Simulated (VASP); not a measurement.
Runs of VASP 6.6.1 on Mo. The structure is that of space group Im-3m (No. 229), or close to it. The cells are those of the table. 

```csv
cell,further INCAR settings,gap on the mesh (eV),pressure (GPa)
"a = 2.735 Å, angles 109.9, 108.7, 109.9°, 1 atom",ALGO = Fast; EDIFF = 1e-06; NBANDS = 13,none,(b)
"a = 2.694 Å, angles 108.7, 111.1, 108.7°, 1 atom",ALGO = Fast; EDIFF = 1e-06; NBANDS = 13,none,6.1
"a = 2.762 Å, angles 110.7, 107.1, 110.7°, 1 atom",ALGO = Fast; EDIFF = 1e-06; NBANDS = 13,none,-13.2
"a = 2.668 Å, angles 107.8, 112.8, 107.8°, 1 atom",ALGO = Fast; EDIFF = 1e-06; NBANDS = 13,none,(a)
"a = 2.681 Å, angles 108.3, 111.9, 108.3°, 1 atom",ALGO = Fast; EDIFF = 1e-07; NBANDS = 13,none,11.2
"a = 2.749 Å, angles 110.3, 107.9, 110.3°, 1 atom",ALGO = Fast; EDIFF = 1e-07; NBANDS = 13,none,(c)
"a = 2.708 Å, angles 109.1, 110.3, 109.1°, 1 atom",ALGO = Fast; EDIFF = 1e-07; NBANDS = 13,none,1.5
"a = 2.777 Å, angles 111.1, 106.3, 111.1°, 1 atom",ALGO = Fast; EDIFF = 1e-07; NBANDS = 13,none,-16.1
```

Alike in all rows: task single point; level PBEsol; potentials or basis VASP PAW PBE potentials, release 64 (Mo_sv); no spin polarisation; k mesh 22 × 22 × 22; cutoff (eV) 520; smearing gaussian 0.15 eV.

Fill in the values left out.

(a) 16.8; (b) -6.5; (c) -10.0.

Caveats: the PAW data sets were made with another functional, which shifts forces and pressure a little; the cell stands under tension (at least some runs); the stress differs along the axes, from 3 to 13 GPa (at least some runs); the stress differs along the axes, from -21 to -9 GPa (at least some runs); the stress differs along the axes, from 9 to 32 GPa (at least some runs); the stress differs along the axes, from 6 to 22 GPa (at least some runs); the stress differs along the axes, from -16 to -7 GPa (at least some runs).

A k mesh can miss the band edges, and the runs leave out spin-orbit coupling on Mo.

A gap of «none» marks levels without a gap at the run's occupations.
